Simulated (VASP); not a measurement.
Write the native input for VASP 6.6.1 that does the following.

```
Task                   : single point
Functional             : PBE
Potentials or basis    : VASP PAW PBE potentials, release 64 (Ba_sv, F)
Cutoff                 : 600 eV
k mesh                 : 6 × 6 × 6
Occupations            : fermi-dirac, width 0.02 eV
Spin                   : no spin polarisation
Dipole correction      : no
Further INCAR settings : ALGO = Normal; EDIFF = 1e-06; NBANDS = 19
```

The structure of BaF2 lies in POSCAR:

```
BaF2
1.0
    0.0000000000      3.1223914819      3.1223914819
    3.1223914819      0.0000000000      3.1223914819
    3.1223914819      3.1223914819      0.0000000000
Ba F
1 2
Direct
    0.0000000000      0.0000000000      0.0000000000
    0.2500000000      0.2500000000      0.2500000000
    0.7500000000      0.7500000000      0.7500000000
```

The input as run:

INCAR

```
PREC     = Accurate       # precision mode
ENCUT    = 600            # plane-wave cutoff, eV
EDIFF    = 1E-6           # SCF threshold, eV
ISMEAR   = -1             # smearing method
SIGMA    = 0.02           # smearing width, eV
LREAL    = False          # projectors in reciprocal space
LASPH    = True           # aspherical terms in the spheres
NELM     = 120            # most SCF steps
ALGO     = Normal         # electronic algorithm
ISIF     = 2              # what is computed and relaxed
LWAVE    = False          # write WAVECAR
LCHARG   = False          # write CHGCAR
GGA      = PE             # functional
NBANDS   = 19             # bands
GGA_COMPAT= False
```

KPOINTS

```
Automatic mesh
0
Gamma
  6 6 6
```

Potentials or basis: VASP PAW PBE potentials, release 64 (Ba_sv, F).

Run with:

```sh
$ cat potpaw_PBE.64/Ba_sv/POTCAR potpaw_PBE.64/F/POTCAR > POTCAR
$ mpirun -np 1 vasp_std > vasp.out
```

It gave:

The pressure is 0.9 GPa. The band gap on the k mesh is 6.68 eV (least direct gap 6.74 eV).

Caveat: spin-orbit coupling is left out, which moves the levels of the heavy elements.

Run time: 24 s on 1 thread of Intel Xeon 8259CL, with other jobs on the host, peak memory 0.21 GiB.
